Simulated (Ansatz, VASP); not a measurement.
# One calculation of C, two programs

The input INCAR:

```
SYSTEM = C
ALGO = Normal
EDIFF = 1E-6
ENCUT = 520
ISIF = 2
ISMEAR = 0
LASPH = .True.
LCHARG = .False.
LREAL = .False.
LWAVE = .False.
NBANDS = 11
NELM = 80
PREC = Accurate
SIGMA = 0.05
```

KPOINTS

```
k-points
0
Gamma
  12 12 12
  0 0 0
```

The input POSCAR:

```
C
1.0
    0.0000000000      1.7348691297      1.8275720603
    1.7348691297      0.0000000000      1.8275720603
    1.7348691297      1.7348691297      0.0000000000
C
2
Direct
    0.5000000000      0.5000000000      0.5000000000
    0.7500000000      0.7500000000      0.7500000000
```

Input for Ansatz:

```yaml
crystal:
  lattice:
    - [0.0, 1.7348691297, 1.8275720603]
    - [1.7348691297, 0.0, 1.8275720603]
    - [1.7348691297, 1.7348691297, 0.0]
  atoms:
    - { symbol: C, position: [0.5, 0.5, 0.5] }
    - { symbol: C, position: [0.75, 0.75, 0.75] }
basis:
  ecutwfc: 520.0
kpoints:
  mp_grid: { grid: [12, 12, 12] }
hamiltonian:
  xc: lda
  pseudopotentials: { kind: paw, azcp: { folder: soft_1 } }
scf:
  occupations: { method: gaussian, width: 0.05 }
output:
  forces: true
  stress: true
  eigenvalues: true
```

Change from the starting cell: strain +e along x and -e along y +0.0000, strain +e along z and -e/2 along x and y +0.0350.

Alike in both runs: task single point; functional LDA; k mesh 12 × 12 × 12; occupations gaussian, width 0.05 eV; no spin polarisation.

```csv
,VASP,Ansatz
version,VASP 6.6.1,Ansatz 0.2.0
potentials or method,"VASP PAW LDA potentials, release 64 (C), cutoff 520 eV","scalar-relativistic, plane waves, PAW"
valence electrons in the cell,8,8
```

Ansatz gave:

- gap on the k mesh at the Fermi level (eV): 3.54
- least direct gap on the mesh (eV): 5.16
- pressure (GPa): 0.5
- traceless stress, the component that is largest in VASP (GPa): -34.96

**Question.** Which values does VASP return?

**Answer.** gap on the k mesh at the Fermi level (eV): 3.53; least direct gap on the mesh (eV): 5.16; pressure (GPa): 2.2; traceless stress, the component that is largest in VASP (GPa): -34.91.

Ansatz warns that its potentials were made for another functional, while VASP's fit it. LDA's correlation is that of Perdew and Zunger in VASP and of Perdew and Wang (1992) in Ansatz.
